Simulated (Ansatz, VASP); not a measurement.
**Sb: VASP and Ansatz over several settings**

```
CELL_PARAMETERS angstrom
2.15420 1.24373 3.75800
-2.15420 1.24373 3.75800
0.00000 -2.48746 3.75800
ATOMIC_POSITIONS crystal
Sb 0.76651 0.76651 0.76651
Sb 0.23349 0.23349 0.23349
```

Single points on this cell with VASP 6.6.1 and Ansatz 0.2.0. Each row is one pair of runs. Alike in all rows: spin: off.

| level | k mesh | smearing | VASP's potentials, cutoff | Ansatz's potentials, cutoff | gap on the k mesh at the Fermi level (eV), VASP | gap on the k mesh at the Fermi level (eV), Ansatz | pressure (GPa), VASP | pressure (GPa), Ansatz | rms of the force components (eV/Å), VASP | rms of the force components (eV/Å), Ansatz |
| --- | --- | --- | --- | --- | --- | --- | --- | --- | --- | --- |
| PBE | 3 × 3 × 3 | fermi-dirac, width 0.05 eV | VASP PAW PBE potentials, release 64 (Sb), 520 eV | Ansatz PAW, 420 eV | 1.29 | 1.28 | 3.5 | 3.5 | 0.051 | 0.065 |
| LDA | 8 × 8 × 8 | fermi-dirac, width 0.05 eV | VASP PAW LDA potentials, release 64 (Sb), 520 eV | Ansatz PAW, 420 eV | none | none | -0.9 | -1.2 | 0.044 | 0.006 |
| RPBE+D4 | 8 × 8 × 8 | fermi-dirac, width 0.05 eV | VASP PAW PBE potentials, release 64 (Sb), 520 eV | Ansatz PAW, 420 eV | none | none | -1.3 | -1.3 | 0.151 | 0.128 |
| PBE exchange alone | 8 × 8 × 8 | fermi-dirac, width 0.05 eV | VASP PAW PBE potentials, release 64 (Sb), 520 eV | Ansatz PAW, 420 eV | none | none | 12.6 | 12.4 | 0.208 | 0.173 |
| PBE | 6 × 6 × 6 | fermi-dirac, width 0.05 eV | VASP PAW PBE potentials, release 64 (Sb), 520 eV | Ansatz PAW, 420 eV | none | none | 2.8 | 2.8 | 0.066 | 0.042 |
| r2SCAN | 8 × 8 × 8 | fermi-dirac, width 0.05 eV | VASP PAW PBE potentials, release 64 (Sb), 520 eV | Ansatz PAW, 500 eV | none | none | 1.8 | 1.7 | 0.027 | 0.004 |
| PBE | 8 × 8 × 8 | gaussian, width 0.029 eV | VASP PAW PBE potentials, release 64 (Sb), 520 eV | Ansatz PAW, 420 eV | none | none | 2.8 | 2.7 | 0.107 | 0.083 |
| PBE | 8 × 8 × 8 | gaussian, width 0.028 eV | VASP PAW PBE potentials, release 64 (Sb), 520 eV | Ansatz PAW, 420 eV | none | none | 2.8 | 2.7 | 0.107 | 0.082 |

Gap on the k mesh at the fermi level (eV): the two programs differ by at most 0.003; pressure (GPa): the two programs differ by at most 0.27; rms of the force components (eV/Å): the two programs differ by at most 0.0382.

VASP's potentials hold 10 valence electrons a cell and Ansatz's 30, so a difference there can come from the potentials and not from the codes.

A gap of «none» marks a metal or a gap that the smearing closes.

The k mesh is coarse in some rows, so the values compare programs but aren't converged. Spin-orbit coupling is off throughout. Noted on Ansatz's runs: odd divisions of the mesh miss points on the zone boundary, where band edges often lie, so the gap on the mesh can be too wide.

A gap of «none» marks a metal or a gap under the smearing width.
